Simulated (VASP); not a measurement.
The system is Ir.

```
Ir
1.0
     0.00000    1.88829    1.88829
     1.88829    0.00000    1.88829
     1.88829    1.88829    0.00000
Ir
1
Direct
  0.00000 0.00000 0.00000
```

This cell differs from its parent crystal: volume 13.466 Å^3 an atom, c/a of the conventional cell 1.0000.

Base run:

```yaml
Program: VASP 6.6.1
Functional: LDA
Potentials_or_basis: VASP PAW LDA potentials, release 64 (Ir_sv_GW)
Cutoff: 500 eV
k_mesh: 22 × 22 × 22
Occupations: gaussian, width 0.15 eV
Spin: no spin polarisation
```

Its results: pressure 10.2 GPa.

Question: The run is repeated on the same cell with these changes: potentials or basis from VASP PAW LDA potentials, release 64 (Ir_sv_GW) to VASP PAW LDA potentials, release 64 (Ir); cutoff from 500 eV to 520 eV; further incar settings from ALGO = Normal; EDIFF = 1e-06; NBANDS = 14 to ALGO = Fast; EDIFF = 1e-07; NBANDS = 10; valence electrons from 17 to 9. What comes out?

Answer: Pressure 14.9 GPa.
